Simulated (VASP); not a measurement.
# SiNi2 (Pnma) in VASP: further runs, part 2 of 2

VASP 6.6.1. The steps go on from the part before.

**3. Single point, BLYP, collinear spin, ferromagnetic start**

This run uses another cell than the first one, of 10.87 Å³/atom.

Contents of INCAR:

```
PREC     = Accurate       # precision mode
ENCUT    = 600            # plane-wave cutoff, eV
EDIFF    = 1E-6           # SCF threshold, eV
ISMEAR   = -1             # smearing method
SIGMA    = 0.05           # smearing width, eV
LREAL    = False          # projectors in reciprocal space
LASPH    = True           # aspherical terms in the spheres
NELM     = 200            # most SCF steps
ALGO     = Normal         # electronic algorithm
ISIF     = 2              # what is computed and relaxed
LWAVE    = False          # write WAVECAR
LCHARG   = False          # write CHGCAR
ISPIN    = 2              # spin polarisation
MAGMOM   = 1 1 1 1 1 1 1 1 0 0 0 0 # initial moments
LORBIT   = 11             # projections on sites
LMAXMIX  = 4              # l up to which the mixer works
GGA      = B5             # functional
ALDAX    = 1.0          
AGGAX    = 1.0          
AGGAC    = 1.0          
ALDAC    = 0.0          
NBANDS   = 64             # bands
GGA_COMPAT= False        
KPAR     = 4
```

Contents of KPOINTS:

```
regular mesh
0
Gamma
  6 7 4
```

Contents of POSCAR:

```
SiNi2
1.0
    4.9900000000      0.0000000000      0.0000000000
    0.0000000000      3.7200000000      0.0000000000
    0.0000000000      0.0000000000      7.0300000000
Ni Si
8 4
Direct
    0.3250000000      0.7500000000      0.9370000000
    0.6750000000      0.2500000000      0.0630000000
    0.1750000000      0.2500000000      0.4370000000
    0.8250000000      0.7500000000      0.5630000000
    0.4580000000      0.7500000000      0.2970000000
    0.5420000000      0.2500000000      0.7030000000
    0.0420000000      0.2500000000      0.7970000000
    0.9580000000      0.7500000000      0.2030000000
    0.7860000000      0.7500000000      0.8860000000
    0.2140000000      0.2500000000      0.1140000000
    0.7140000000      0.2500000000      0.3860000000
    0.2860000000      0.7500000000      0.6140000000
```

Potentials or basis: VASP PAW PBE potentials, release 64 (Ni, Si).

Command:

```sh
$ cat potpaw_PBE.64/Ni/POTCAR potpaw_PBE.64/Si/POTCAR > POTCAR
$ mpirun -np 4 vasp_std > vasp.out
```

OUTCAR:

```text
PREC = Accurate
   ENCUT = 600
   EDIFF = 1E-6
   ISMEAR = -1
   LREAL = False
   LASPH = True
   NELM = 200
   ISIF = 2
   ISPIN = 2
   LORBIT = 11
   GGA = B5

 ion  position               nearest neighbor table
   1  0.325  0.750  0.937-  12 2.28  10 2.31  10 2.31   9 2.33   7 2.53   7 2.53   5 2.62   8 2.62
                             2 2.70   2 2.70   6 2.71   6 2.71   9 2.71
   2  0.675  0.250  0.063-  11 2.28   9 2.31   9 2.31  10 2.33   8 2.53   8 2.53   6 2.62   7 2.62
                             1 2.70   1 2.70   5 2.71   5 2.71  10 2.71
   3  0.175  0.250  0.437-  10 2.28  12 2.31  12 2.31  11 2.33   5 2.53   5 2.53   7 2.62   6 2.62
                             4 2.70   4 2.70   8 2.71   8 2.71  11 2.71
   4  0.825  0.750  0.563-   9 2.28  11 2.31  11 2.31  12 2.33   6 2.53   6 2.53   8 2.62   5 2.62
                             3 2.70   3 2.70   7 2.71   7 2.71  12 2.71
   5  0.458  0.750  0.297-  11 2.34  11 2.34  12 2.39   3 2.53   3 2.53  10 2.57  10 2.57   8 2.58
                             8 2.58   1 2.62   4 2.62   2 2.71   2 2.71
   6  0.542  0.250  0.703-  12 2.34  12 2.34  11 2.39   4 2.53   4 2.53   9 2.57   9 2.57   7 2.58
                             7 2.58   2 2.62   3 2.62   1 2.71   1 2.71
   7  0.042  0.250  0.797-   9 2.34   9 2.34  10 2.39   1 2.53   1 2.53  12 2.57  12 2.57   6 2.58
                             6 2.58   3 2.62   2 2.62   4 2.71   4 2.71
   8  0.958  0.750  0.203-  10 2.34  10 2.34   9 2.39   2 2.53   2 2.53  11 2.57  11 2.57   5 2.58
                             5 2.58   4 2.62   1 2.62   3 2.71   3 2.71
   9  0.786  0.750  0.886-   4 2.28   2 2.31   2 2.31   1 2.33   7 2.34   7 2.34   8 2.39   6 2.57
                             6 2.57   1 2.71  12 3.14  12 3.14
  10  0.214  0.250  0.114-   3 2.28   1 2.31   1 2.31   2 2.33   8 2.34   8 2.34   7 2.39   5 2.57
                             5 2.57   2 2.71  11 3.14  11 3.14
  11  0.714  0.250  0.386-   2 2.28   4 2.31   4 2.31   3 2.33   5 2.34   5 2.34   6 2.39   8 2.57
                             8 2.57   3 2.71  10 3.14  10 3.14
  12  0.286  0.750  0.614-   1 2.28   3 2.31   3 2.31   4 2.33   6 2.34   6 2.34   5 2.39   7 2.57
                             7 2.57   4 2.71   9 3.14   9 3.14

  LATTYP: Found a simple orthorhombic cell.
 ALAT       =     3.7200000000
 B/A-ratio  =     1.3413978495
 C/A-ratio  =     1.8897849462

  Lattice vectors:

[... 3264 lines left out ...]
  Total       10.9374900     10.3578235     10.8602351     -0.0000000      0.0000000      0.0000000
  in kB      134.2855989    127.1687138    133.3370977     -0.0000000      0.0000000      0.0000000
  external PRESSURE =     131.5971368 kB  Pullay stress =       0.0000000 kB

 VOLUME and BASIS-vectors are now :
 -----------------------------------------------------------------------------
  energy-cutoff  :      600.00
  volume of cell :      130.50
      direct lattice vectors                 reciprocal lattice vectors
     4.990000000  0.000000000  0.000000000     0.200400802  0.000000000  0.000000000
     0.000000000  3.720000000  0.000000000     0.000000000  0.268817204  0.000000000
     0.000000000  0.000000000  7.030000000     0.000000000  0.000000000  0.142247511

 POSITION                                       TOTAL-FORCE (eV/Angst)
 -----------------------------------------------------------------------------------
      1.62175      2.79000      6.58711         0.299487     -0.000000      0.210528
      3.36825      0.93000      0.44289        -0.299487     -0.000000     -0.210528
      0.87325      0.93000      3.07211        -0.299487      0.000000      0.210528
      4.11675      2.79000      3.95789         0.299487     -0.000000     -0.210528
      2.28542      2.79000      2.08791         0.098717     -0.000000     -0.063087
      2.70458      0.93000      4.94209        -0.098717     -0.000000      0.063087
      0.20958      0.93000      5.60291        -0.098717     -0.000000     -0.063087
      4.78042      2.79000      1.42709         0.098717     -0.000000      0.063087
      3.92214      2.79000      6.22858        -0.108553      0.000000      0.081506
      1.06786      0.93000      0.80142         0.108553      0.000000     -0.081506
      3.56286      0.93000      2.71358         0.108553     -0.000000      0.081506
      1.42714      2.79000      4.31642        -0.108553     -0.000000     -0.081506
 -----------------------------------------------------------------------------------
    total drift:                               -0.000000      0.000000      0.000000

  FREE ENERGIE OF THE ION-ELECTRON SYSTEM (eV)
  ---------------------------------------------------
  free  energy   TOTEN  =       -59.6775603266 eV

  energy  without entropy=      -59.6270348680  energy(sigma->0) =      -59.65229760

 total charge

# of ion       s       p       d       tot
------------------------------------------
    1        0.486   0.591   8.532   9.609
    2        0.486   0.591   8.532   9.609
    3        0.486   0.591   8.532   9.609
    4        0.486   0.591   8.532   9.609
    5        0.450   0.546   8.517   9.512
    6        0.450   0.546   8.517   9.512
    7        0.450   0.546   8.517   9.512
    8        0.450   0.546   8.517   9.512
    9        0.739   0.903   0.000   1.643
   10        0.739   0.903   0.000   1.643
   11        0.739   0.903   0.000   1.643
   12        0.739   0.903   0.000   1.643
--------------------------------------------------
tot          6.699   8.159  68.196  83.053

 magnetization (x)

# of ion       s       p       d       tot
------------------------------------------
    1       -0.000  -0.000  -0.000  -0.000
    2       -0.000  -0.000  -0.000  -0.000
    3       -0.000  -0.000  -0.000  -0.000
    4       -0.000  -0.000  -0.000  -0.000
    5       -0.000  -0.000  -0.000  -0.000
    6       -0.000  -0.000  -0.000  -0.000
    7       -0.000  -0.000  -0.000  -0.000
    8       -0.000  -0.000  -0.000  -0.000
    9       -0.000  -0.000   0.000  -0.000
   10       -0.000  -0.000   0.000  -0.000
   11       -0.000  -0.000   0.000  -0.000
   12       -0.000  -0.000   0.000  -0.000
--------------------------------------------------
tot         -0.000  -0.000  -0.000  -0.000
```

stdout:

```text
POSCAR found type information on POSCAR NiSi
 POSCAR found :  2 types and      12 ions
 scaLAPACK will be used
 -----------------------------------------------------------------------------
|                                                                             |
|                                                                             |
|     You enforced a specific xc type in the INCAR file but a different       |
|     I HOPE YOU KNOW WHAT YOU ARE DOING!                                     |
|                                                                             |
 -----------------------------------------------------------------------------

 LDA part: xc-table for (Slater(with rela. corr.)+VWN5), standard interpolation
 POSCAR, INCAR and KPOINTS ok, starting setup
 FFT: planning ... GRIDC
 FFT: planning ... GRID_SOFT
 FFT: planning ... GRID
 WAVECAR not read
 entering main loop
```

Wall time 4.1 min (4 MPI ranks of Intel Xeon Platinum 8559C (Emerald Rapids), shared host); peak memory 0.72 GiB.

Results:

```
Free energy                                           : -59.6776 eV
Pressure                                              : 13.2 GPa
Largest force                                         : 0.366 eV/Å
Band gap on the k mesh                                : zero (filled and empty bands overlap)
Net moment                                            : 0.00 μB per cell
Valence electrons inside the program's atomic spheres : Ni 9.61, 9.51 (each value once); Si 1.64
```

Forces in eV/Å, atoms in the order of the input:
```
Ni   0.299  0.000  0.211
Ni  -0.299  0.000 -0.211
Ni  -0.299  0.000  0.211
Ni   0.299  0.000 -0.211
Ni   0.099  0.000 -0.063
Ni  -0.099  0.000  0.063
Ni  -0.099  0.000 -0.063
Ni   0.099  0.000  0.063
Si  -0.109  0.000  0.082
Si   0.109  0.000 -0.082
Si   0.109  0.000  0.082
Si  -0.109  0.000 -0.082
```

Stress tensor (GPa, compression positive):
```
13.43  0.00  0.00
 0.00 12.72  0.00
 0.00  0.00 13.33
```

Caveat: the cell stands under pressure; the moments typed at the start vanished in this run; the PAW data sets were made with another functional, which shifts forces and pressure a little.
